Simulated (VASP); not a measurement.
Set up this calculation in VASP 6.6.1, as the native input.

* Task: relaxation of cell and atoms
* Functional: PBE
* Potentials or basis: VASP PAW PBE potentials, release 64 (Ge_d, N)
* Cutoff: 600 eV
* k mesh: 3 × 3 × 6
* Occupations: gaussian, width 0.1 eV
* Spin: no spin polarisation
* Dipole correction: no
* Further INCAR settings: ALGO = Normal; EDIFF = 1e-07; IBRION = 2; EDIFFG = -0.04; NSW = 60; ISIF = 3

The structure of Ge3N4 lies in POSCAR:

```
Ge3N4
1.0
    8.0509319300      0.0000000000      0.0000000000
   -4.0254659700      6.9723110200      0.0000000000
    0.0000000000      0.0000000000      3.0835213700
Ge N
6 8
Direct
    0.8291482900      0.2354845000      0.7500000000
    0.5936638100      0.8291482900      0.2500000000
    0.2354845000      0.4063361900      0.2500000000
    0.7645155200      0.5936638100      0.7500000000
    0.4063361900      0.1708516900      0.7500000000
    0.1708516900      0.7645155200      0.2500000000
    0.6666666900      0.3333333400      0.7500000000
    0.3333333400      0.6666666900      0.2500000000
    0.6696316000      0.9727169900      0.7500000000
    0.6969146100      0.6696316000      0.2500000000
    0.9727169900      0.3030853900      0.2500000000
    0.0272830200      0.6969146100      0.7500000000
    0.3303684000      0.0272830200      0.2500000000
    0.3030853900      0.3303684000      0.7500000000
```

These files were run (other wordings do the same):

INCAR

```
SYSTEM = Ge3N4
  PREC = Accurate
  ENCUT = 600
  EDIFF = 1E-7
  ISMEAR = 0
  SIGMA = 0.1
  LREAL = .False.
  LASPH = .True.
  NELM = 120
  ALGO = Normal
  ISIF = 3
  LWAVE = .False.
  LCHARG = .False.
  GGA = PE
  IBRION = 2
  NSW = 60
  EDIFFG = -0.04
  GGA_COMPAT = .False.
  NELMIN = 4
```

KPOINTS

```
Automatic mesh
0
Gamma
  3 3 6
  0 0 0
```

Potentials or basis: VASP PAW PBE potentials, release 64 (Ge_d, N).

The run is started by

```bash
$ cat potpaw_PBE.64/Ge_d/POTCAR potpaw_PBE.64/N/POTCAR > POTCAR
$ mpirun -np 1 vasp_std > vasp.out
```

It gave:

```
Relaxed volume                         : 12.69 Å³/atom
Relaxed cell                           : a = 8.119 Å, b = 8.119 Å, c = 3.112 Å, α = 90.00°, β = 90.00°, γ = 120.00°
Space group after relaxing (to 0.05 Å) : P6_3/m (No. 176)
Energy gained by relaxing              : 5.0 meV/atom
Ionic steps                            : 3
Pressure after relaxing                : 0.0 GPa
Largest force after relaxing           : 0.016 eV/Å
Band gap on the k mesh                 : 1.87 eV, direct
```

Wall time 8.4 min on 1 thread of Intel(R) Xeon(R) Platinum 8559C (Emerald Rapids), on a shared host, peak memory 0.41 GiB.
